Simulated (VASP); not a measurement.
# YCuBP (P4/mmm) in VASP: further runs, part 2 of 2

VASP 6.6.1. The steps go on from the part before.

**3. Single point, PBE**

This run uses another cell than the first one, of 19.82 Å³/atom.

Input file INCAR:

```
ALGO     = Normal         # electronic algorithm
EDIFF    = 1E-6           # SCF threshold, eV
ENCUT    = 520            # plane-wave cutoff, eV
GGA      = PE             # functional
ISIF     = 2              # what is computed and relaxed
ISMEAR   = 0              # smearing method
LASPH    = T              # aspherical terms in the spheres
LCHARG   = F              # write CHGCAR
LREAL    = F              # projectors in reciprocal space
LWAVE    = F              # write WAVECAR
NBANDS   = 23             # bands
NELM     = 80             # most SCF steps
PREC     = Accurate       # precision mode
SIGMA    = 0.1            # smearing width, eV
```

Input file KPOINTS:

```
k-points
0
Gamma
  4 4 4
```

Input file POSCAR:

```
YCuBP
1.0
    4.0963511900      0.0000000000      0.0000000000
    0.0000000000      4.0963511900      0.0000000000
    0.0000000000      0.0000000000      4.7242797100
Y Cu B P
1 1 1 1
Direct
    0.0000000000      0.0000000000      0.5000000000
    0.0000000000      0.0000000000      0.0000000000
    0.5000000000      0.5000000000      0.0000000000
    0.5000000000      0.5000000000      0.5000000000
```

Potentials or basis: VASP PAW PBE potentials, release 64 (Y_sv, Cu, B, P).

On the command line:

```console
$ cat potpaw_PBE.64/Y_sv/POTCAR potpaw_PBE.64/Cu/POTCAR potpaw_PBE.64/B/POTCAR potpaw_PBE.64/P/POTCAR > POTCAR
$ mpirun -np 1 vasp_std > vasp.out
```

OUTCAR:

```text
EDIFF = 1E-6
   ENCUT = 520
   GGA = PE
   ISIF = 2
   ISMEAR = 0
   LASPH = T
   LREAL = F
   NELM = 80
   PREC = Accurate

 ion  position               nearest neighbor table
   1  0.000  0.000  0.500-   2 2.36   2 2.36   4 2.90   4 2.90   4 2.90   4 2.90
   2  0.000  0.000  0.000-   1 2.36   1 2.36
   3  0.500  0.500  0.000-   4 2.36   4 2.36
   4  0.500  0.500  0.500-   3 2.36   3 2.36   1 2.90   1 2.90   1 2.90   1 2.90

[... 657 lines left out ...]

  FORCE on cell =-STRESS in cart. coord.  units (eV):
  Direction    XX          YY          ZZ          XY          YZ          ZX
  --------------------------------------------------------------------------------------
  -------------------------------------------------------------------------------------
  Total       -5.6097674     -5.6097674      7.9616978      0.0000000      0.0000000      0.0000000
  in kB     -113.3771331   -113.3771331    160.9112103      0.0000000      0.0000000      0.0000000
  external PRESSURE =     -21.9476853 kB  Pullay stress =       0.0000000 kB

 VOLUME and BASIS-vectors are now :
 -----------------------------------------------------------------------------
  energy-cutoff  :      520.00
  volume of cell :       79.27
      direct lattice vectors                 reciprocal lattice vectors
     4.096351190  0.000000000  0.000000000     0.244119694  0.000000000  0.000000000
     0.000000000  4.096351190  0.000000000     0.000000000  0.244119694  0.000000000
     0.000000000  0.000000000  4.724279710     0.000000000  0.000000000  0.211672479

 POSITION                                       TOTAL-FORCE (eV/Angst)
 -----------------------------------------------------------------------------------
      0.00000      0.00000      2.36214         0.000000      0.000000      0.000000
      0.00000      0.00000      0.00000         0.000000      0.000000      0.000000
      2.04818      2.04818      0.00000         0.000000      0.000000      0.000000
      2.04818      2.04818      2.36214         0.000000      0.000000      0.000000
 -----------------------------------------------------------------------------------
    total drift:                               -0.000000     -0.000000     -0.000000

  FREE ENERGIE OF THE ION-ELECTRON SYSTEM (eV)
  ---------------------------------------------------
  free  energy   TOTEN  =       -19.1280690977 eV

  energy  without entropy=      -19.1196044931  energy(sigma->0) =      -19.12383680
```

OSZICAR:

```text
N       E                     dE             d eps       ncg     rms          rms(c)
DAV:   1     0.182684501922E+03    0.18268E+03   -0.13545E+04   828   0.136E+03
DAV:   2    -0.568981408875E+01   -0.18837E+03   -0.17704E+03   898   0.323E+02
DAV:   3    -0.202331855923E+02   -0.14543E+02   -0.14000E+02  1370   0.798E+01
DAV:   4    -0.209577468141E+02   -0.72456E+00   -0.71685E+00  1130   0.132E+01
DAV:   5    -0.209912754221E+02   -0.33529E-01   -0.33502E-01  1231   0.275E+00    0.299E+01
DAV:   6    -0.207832459542E+02    0.20803E+00   -0.28765E+01  1146   0.103E+02    0.211E+01
DAV:   7    -0.191451197636E+02    0.16381E+01   -0.10058E+01   968   0.549E+01    0.150E+01
DAV:   8    -0.192061074051E+02   -0.60988E-01   -0.97979E-01  1154   0.501E+00    0.358E+00
DAV:   9    -0.191546555030E+02    0.51452E-01   -0.80494E-01  1032   0.197E+01    0.147E+00
DAV:  10    -0.191295008427E+02    0.25155E-01   -0.23409E-01  1062   0.103E+01    0.627E-01
DAV:  11    -0.191280098948E+02    0.14909E-02   -0.16844E-02  1139   0.263E+00    0.170E-01
DAV:  12    -0.191280654561E+02   -0.55561E-04   -0.18223E-03  1268   0.541E-01    0.547E-02
DAV:  13    -0.191280715870E+02   -0.61309E-05   -0.14749E-04  1163   0.183E-01    0.237E-02
DAV:  14    -0.191280695801E+02    0.20068E-05   -0.33144E-05  1090   0.121E-01    0.103E-02
DAV:  15    -0.191280690977E+02    0.48242E-06   -0.45536E-06   975   0.443E-02
   1 F= -.19128069E+02 E0= -.19123837E+02  d E =-.846460E-02
```

stdout:

```text
POSCAR found type information on POSCAR Y CuB P
 POSCAR found :  4 types and       4 ions
 scaLAPACK will be used
 LDA part: xc-table for (Slater+PW92), standard interpolation
 POSCAR, INCAR and KPOINTS ok, starting setup
 FFT: planning ... GRIDC
 FFT: planning ... GRID_SOFT
 FFT: planning ... GRID
 WAVECAR not read
 entering main loop
```

It took 41 s on 1 thread of Oxide Virtual Turin-like, shared host; peak memory 0.17 GiB.

What came out:

- Free energy: -19.1281 eV
- Pressure: -2.2 GPa
- Band gap on the k mesh: zero (bands 15 and 16 overlap by 1.16 eV)

Stress tensor (GPa, compression positive):
```
-11.34   0.00   0.00
  0.00 -11.34   0.00
  0.00   0.00  16.09
```

Caveat: the k points lie up to 0.38 Å⁻¹ apart, too coarse for converged energies and pressures of a metal.
